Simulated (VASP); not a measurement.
# AgCl (Fm-3m) in VASP: notebook, part 2 of 2

VASP 6.6.1. The steps go on from the part before.

### Step 3. Single point, LDA, non-collinear spin, zero start, spin-orbit coupling

INCAR

```
ALGO     = Normal         # electronic algorithm
EDIFF    = 1E-7           # SCF threshold, eV
ENCUT    = 520            # plane-wave cutoff, eV
GGA_COMPAT= False        
ISIF     = 2              # what is computed and relaxed
ISMEAR   = 0              # smearing method
LASPH    = True           # aspherical terms in the spheres
LCHARG   = True           # write CHGCAR
LMAXMIX  = 4              # l up to which the mixer works
LORBIT   = 11             # projections on sites
LORBMOM  = True         
LREAL    = False          # projectors in reciprocal space
LSORBIT  = True           # spin-orbit coupling
LVHAR    = True         
LWAVE    = False          # write WAVECAR
MAGMOM   = 0 0 0 0 0 0    # initial moments
NBANDS   = 30             # bands
NELM     = 150            # most SCF steps
PREC     = Accurate       # precision mode
SIGMA    = 0.01           # smearing width, eV
```

KPOINTS

```
k-points
0
Gamma
  8 8 8
```

POSCAR

```
AgCl
1.0
    0.0000000000      2.6770631764      2.6770631764
    2.6770631764      0.0000000000      2.6770631764
    2.6770631764      2.6770631764      0.0000000000
Ag Cl
1 1
Direct
    0.0000000000      0.0000000000      0.0000000000
    0.5000000000      0.5000000000      0.5000000000
```

Potentials or basis: VASP PAW LDA potentials, release 64 (Ag, Cl).

The run is started by

```sh
cat potpaw_LDA.64/Ag/POTCAR potpaw_LDA.64/Cl/POTCAR > POTCAR
mpirun -np 1 vasp_ncl > vasp.out
```

OUTCAR:

```text
EDIFF = 1E-7
   ENCUT = 520
   ISIF = 2
   ISMEAR = 0
   LASPH = True
   LORBIT = 11
   LREAL = False
   LSORBIT = True
   NELM = 150
   PREC = Accurate

 ion  position               nearest neighbor table
   1  0.000  0.000  0.000-   2 2.68   2 2.68   2 2.68   2 2.68   2 2.68   2 2.68
   2  0.500  0.500  0.500-   1 2.68   1 2.68   1 2.68   1 2.68   1 2.68   1 2.68

  LATTYP: Found a face centered cubic cell.
 ALAT       =     5.3541263528

  Lattice vectors:

 A1 = (   0.0000000000,   2.6770631764,   2.6770631764)
 A2 = (   2.6770631764,   0.0000000000,   2.6770631764)
 A3 = (   2.6770631764,   2.6770631764,   0.0000000000)

Analysis of symmetry for initial positions (statically):
=====================================================================
 Subroutine PRICEL returns:
 Original cell was already a primitive cell.

 Routine SETGRP: Setting up the symmetry group for a
 face centered cubic supercell.

 Subroutine GETGRP returns: Found 48 space group operations
 (whereof 48 operations were pure point group operations)
 out of a pool of 48 trial point group operations.

The static configuration has the point symmetry O_h .

Analysis of symmetry for dynamics (positions and initial velocities):
=====================================================================
 Subroutine PRICEL returns:
 Original cell was already a primitive cell.

 Routine SETGRP: Setting up the symmetry group for a
 face centered cubic supercell.

 Subroutine GETGRP returns: Found 48 space group operations
 (whereof 48 operations were pure point group operations)
 out of a pool of 48 trial point group operations.

The dynamic configuration has the point symmetry O_h .

Analysis of structural, dynamic, and magnetic symmetry:
=====================================================================
 Subroutine PRICEL returns:
 Original cell was already a primitive cell.

 Routine SETGRP: Setting up the symmetry group for a
[... 1000 lines left out ...]

 # of ion     p       d       tot
 ----------------------------------------
  1         0.000  -0.000  -0.000
  2         0.000   0.000   0.000
 ----------------------------------------
            0.000  -0.000  -0.000

 orbital moment (z)

 # of ion     p       d       tot
 ----------------------------------------
  1         0.000   0.000   0.000
  2         0.000   0.000   0.000
 ----------------------------------------
            0.000   0.000   0.000

 Spin-Orbit-Coupling matrix elements

 Ion:    1  E_soc:     -0.0410490
 l=   1
     0.0000000    -0.0011274    -0.0011274
    -0.0011274     0.0000000    -0.0011274
    -0.0011274    -0.0011274     0.0000000
 l=   2
     0.0000000    -0.0011713     0.0000000    -0.0011713    -0.0045429
    -0.0011713     0.0000000    -0.0034071    -0.0011713    -0.0011357
     0.0000000    -0.0034071     0.0000000    -0.0034071     0.0000000
    -0.0011713    -0.0011713    -0.0034071     0.0000000    -0.0011357
    -0.0045429    -0.0011357     0.0000000    -0.0011357     0.0000000
 l=   3
     0.0000000     0.0000000     0.0000000     0.0000000     0.0000000     0.0000000     0.0000000
     0.0000000     0.0000000     0.0000000     0.0000000     0.0000000     0.0000000     0.0000000
     0.0000000     0.0000000     0.0000000     0.0000000     0.0000000     0.0000000     0.0000000
     0.0000000     0.0000000     0.0000000     0.0000000     0.0000000     0.0000000     0.0000000
     0.0000000     0.0000000     0.0000000     0.0000000     0.0000000     0.0000000     0.0000000
     0.0000000     0.0000000     0.0000000     0.0000000     0.0000000     0.0000000     0.0000000
     0.0000000     0.0000000     0.0000000     0.0000000     0.0000000     0.0000000     0.0000000

 Ion:    2  E_soc:     -0.0036352
 l=   1
     0.0000000    -0.0006059    -0.0006059
    -0.0006059     0.0000000    -0.0006059
    -0.0006059    -0.0006059     0.0000000
 l=   2
     0.0000000     0.0000000     0.0000000     0.0000000     0.0000000
     0.0000000     0.0000000     0.0000000     0.0000000     0.0000000
     0.0000000     0.0000000     0.0000000     0.0000000     0.0000000
     0.0000000     0.0000000     0.0000000     0.0000000     0.0000000
     0.0000000     0.0000000     0.0000000     0.0000000     0.0000000
 l=   3
     0.0000000     0.0000000     0.0000000     0.0000000     0.0000000     0.0000000     0.0000000
     0.0000000     0.0000000     0.0000000     0.0000000     0.0000000     0.0000000     0.0000000
     0.0000000     0.0000000     0.0000000     0.0000000     0.0000000     0.0000000     0.0000000
     0.0000000     0.0000000     0.0000000     0.0000000     0.0000000     0.0000000     0.0000000
     0.0000000     0.0000000     0.0000000     0.0000000     0.0000000     0.0000000     0.0000000
     0.0000000     0.0000000     0.0000000     0.0000000     0.0000000     0.0000000     0.0000000
     0.0000000     0.0000000     0.0000000     0.0000000     0.0000000     0.0000000     0.0000000

 total charge

# of ion       s       p       d       tot
------------------------------------------
    1        0.241   0.187   9.352   9.781
    2        1.601   3.451   0.000   5.052
--------------------------------------------------
tot          1.842   3.638   9.352  14.833

 magnetization (x)

# of ion       s       p       d       tot
------------------------------------------
    1       -0.000   0.000  -0.000  -0.000
    2       -0.000   0.000   0.000  -0.000
--------------------------------------------------
tot         -0.000   0.000  -0.000  -0.000

 magnetization (y)

# of ion       s       p       d       tot
------------------------------------------
    1        0.000   0.000   0.000   0.000
    2        0.000   0.000   0.000   0.000
--------------------------------------------------
tot          0.000   0.000   0.000   0.000

 magnetization (z)

# of ion       s       p       d       tot
------------------------------------------
    1        0.000  -0.000  -0.000  -0.000
    2        0.000   0.000   0.000   0.000
--------------------------------------------------
tot          0.000  -0.000  -0.000  -0.000
```

OSZICAR:

```text
N       E                     dE             d eps       ncg     rms          rms(c)
DAV:   1     0.118865208754E+03    0.11887E+03   -0.86602E+03  1756   0.112E+03
DAV:   2    -0.674637996260E+00   -0.11954E+03   -0.11193E+03  1968   0.265E+02
DAV:   3    -0.691217718200E+01   -0.62375E+01   -0.61914E+01  2074   0.616E+01
DAV:   4    -0.697078748660E+01   -0.58610E-01   -0.58587E-01  2020   0.639E+00
DAV:   5    -0.697155418640E+01   -0.76670E-03   -0.76668E-03  2048   0.742E-01    0.897E+00
DAV:   6    -0.682318665960E+01    0.14837E+00   -0.24125E-01  1998   0.733E+00    0.592E+00
DAV:   7    -0.681808498260E+01    0.51017E-02   -0.90430E-02  2010   0.209E+00    0.220E+00
DAV:   8    -0.681545105715E+01    0.26339E-02   -0.44017E-03  1908   0.711E-01    0.620E-01
DAV:   9    -0.681532128454E+01    0.12977E-03   -0.71561E-04  2016   0.255E-01    0.201E-01
DAV:  10    -0.681531327281E+01    0.80117E-05   -0.34664E-05  2072   0.790E-02    0.271E-02
DAV:  11    -0.681531635245E+01   -0.30796E-05   -0.84589E-06  1974   0.343E-02    0.632E-03
DAV:  12    -0.681531639425E+01   -0.41800E-07   -0.53407E-07  1962   0.105E-02
   1 F= -.68153164E+01 E0= -.68153164E+01  d E =-.207850E-11  mag=     0.0000     0.0000     0.0000
```

Run time: 97 s. Hardware: 1 thread of Intel Xeon 8259CL, shared host; peak memory 0.23 GiB.

Results:

```
Free energy                                           : -6.8153 eV
Pressure                                              : 0.0 GPa
Net moment                                            : 0.00 μB per cell
Valence electrons inside the program's atomic spheres : Ag 9.78; Cl 5.05
```

Moments on the atoms (μB; x, y, z):
```
Ag  0.00 0.00 0.00
Cl  0.00 0.00 0.00
```

### Step 4. Single point, LDA, non-collinear spin, zero start, spin-orbit coupling

This run uses another cell than the first one, of 19.47 Å³/atom.

INCAR

```
SYSTEM = AgCl
PREC = Accurate
ENCUT = 520
EDIFF = 1E-6
ISMEAR = 0
SIGMA = 0.01
LREAL = .False.
LASPH = .True.
NELM = 150
ALGO = Normal
ISIF = 2
LWAVE = .False.
LCHARG = .True.
MAGMOM = 0 0 0 0 0 0
LORBIT = 11
LSORBIT = .True.
GGA_COMPAT = .False.
LORBMOM = .True.
LMAXMIX = 4
LVHAR = .True.
NBANDS = 30
```

KPOINTS

```
regular mesh
0
Gamma
  8 8 8
  0 0 0
```

POSCAR

```
AgCl
1.0
    0.0000000000      2.6904484922      2.6904484922
    2.6904484922      0.0000000000      2.6904484922
    2.6904484922      2.6904484922      0.0000000000
Ag Cl
1 1
Direct
    0.0000000000      0.0000000000      0.0000000000
    0.5000000000      0.5000000000      0.5000000000
```

Potentials or basis: VASP PAW LDA potentials, release 64 (Ag, Cl).

The run is started by

```sh
cat potpaw_LDA.64/Ag/POTCAR potpaw_LDA.64/Cl/POTCAR > POTCAR
mpirun -np 1 vasp_ncl > vasp.out
```

OUTCAR:

```text
SYSTEM = AgCl
   PREC = Accurate
   ENCUT = 520
   EDIFF = 1E-6
   ISMEAR = 0
   LREAL = .False.
   LASPH = .True.
   NELM = 150
   ISIF = 2
   LORBIT = 11
   LSORBIT = .True.

 ion  position               nearest neighbor table
   1  0.000  0.000  0.000-   2 2.69   2 2.69   2 2.69   2 2.69   2 2.69   2 2.69
   2  0.500  0.500  0.500-   1 2.69   1 2.69   1 2.69   1 2.69   1 2.69   1 2.69

  LATTYP: Found a face centered cubic cell.
 ALAT       =     5.3808969844

  Lattice vectors:

 A1 = (   0.0000000000,   2.6904484922,   2.6904484922)
 A2 = (   2.6904484922,   0.0000000000,   2.6904484922)
 A3 = (   2.6904484922,   2.6904484922,   0.0000000000)

[... 1084 lines left out ...]
 l=   3
     0.0000000     0.0000000     0.0000000     0.0000000     0.0000000     0.0000000     0.0000000
     0.0000000     0.0000000     0.0000000     0.0000000     0.0000000     0.0000000     0.0000000
     0.0000000     0.0000000     0.0000000     0.0000000     0.0000000     0.0000000     0.0000000
     0.0000000     0.0000000     0.0000000     0.0000000     0.0000000     0.0000000     0.0000000
     0.0000000     0.0000000     0.0000000     0.0000000     0.0000000     0.0000000     0.0000000
     0.0000000     0.0000000     0.0000000     0.0000000     0.0000000     0.0000000     0.0000000
     0.0000000     0.0000000     0.0000000     0.0000000     0.0000000     0.0000000     0.0000000

 total charge

# of ion       s       p       d       tot
------------------------------------------
    1        0.237   0.181   9.351   9.769
    2        1.601   3.448   0.000   5.048
--------------------------------------------------
tot          1.838   3.629   9.351  14.817

 magnetization (x)

# of ion       s       p       d       tot
------------------------------------------
    1        0.000  -0.000   0.000  -0.000
    2       -0.000   0.000   0.000  -0.000
--------------------------------------------------
tot         -0.000  -0.000   0.000  -0.000

 magnetization (y)

# of ion       s       p       d       tot
------------------------------------------
    1        0.000  -0.000   0.000  -0.000
    2       -0.000   0.000   0.000  -0.000
--------------------------------------------------
tot         -0.000  -0.000   0.000  -0.000

 magnetization (z)

# of ion       s       p       d       tot
------------------------------------------
    1        0.000  -0.000   0.000  -0.000
    2       -0.000   0.000   0.000  -0.000
--------------------------------------------------
tot         -0.000  -0.000   0.000  -0.000
```

OSZICAR:

```text
N       E                     dE             d eps       ncg     rms          rms(c)
DAV:   1     0.119349744318E+03    0.11935E+03   -0.86758E+03  1740   0.111E+03
DAV:   2    -0.644244117194E+00   -0.11999E+03   -0.11245E+03  1946   0.265E+02
DAV:   3    -0.691010621116E+01   -0.62659E+01   -0.62191E+01  2042   0.618E+01
DAV:   4    -0.696941625928E+01   -0.59310E-01   -0.59278E-01  2036   0.643E+00
DAV:   5    -0.697019490973E+01   -0.77865E-03   -0.77862E-03  2072   0.750E-01    0.860E+00
DAV:   6    -0.682149945708E+01    0.14870E+00   -0.24084E-01  1998   0.730E+00    0.569E+00
DAV:   7    -0.681653698701E+01    0.49625E-02   -0.89944E-02  1986   0.208E+00    0.217E+00
DAV:   8    -0.681387606324E+01    0.26609E-02   -0.44957E-03  1908   0.716E-01    0.622E-01
DAV:   9    -0.681374175162E+01    0.13431E-03   -0.69729E-04  2040   0.257E-01    0.199E-01
DAV:  10    -0.681373345050E+01    0.83011E-05   -0.37461E-05  2062   0.815E-02    0.270E-02
DAV:  11    -0.681373687527E+01   -0.34248E-05   -0.96951E-06  1938   0.360E-02    0.655E-03
DAV:  12    -0.681373690158E+01   -0.26310E-07   -0.60086E-07  1184   0.113E-02
   1 F= -.68137369E+01 E0= -.68137369E+01  d E =-.359569E-14  mag=    -0.0000    -0.0000    -0.0000
```

Wall time 1.7 min (1 thread of Intel Xeon 8259CL, shared host); peak memory 0.23 GiB.

What came out:

```
Free energy                                           : -6.8137 eV
Pressure                                              : -1.0 GPa
Net moment                                            : 0.00 μB per cell
Valence electrons inside the program's atomic spheres : Ag 9.77; Cl 5.05
```

Moments on the atoms (μB; x, y, z):
```
Ag  0.00 0.00 0.00
Cl  0.00 0.00 0.00
```
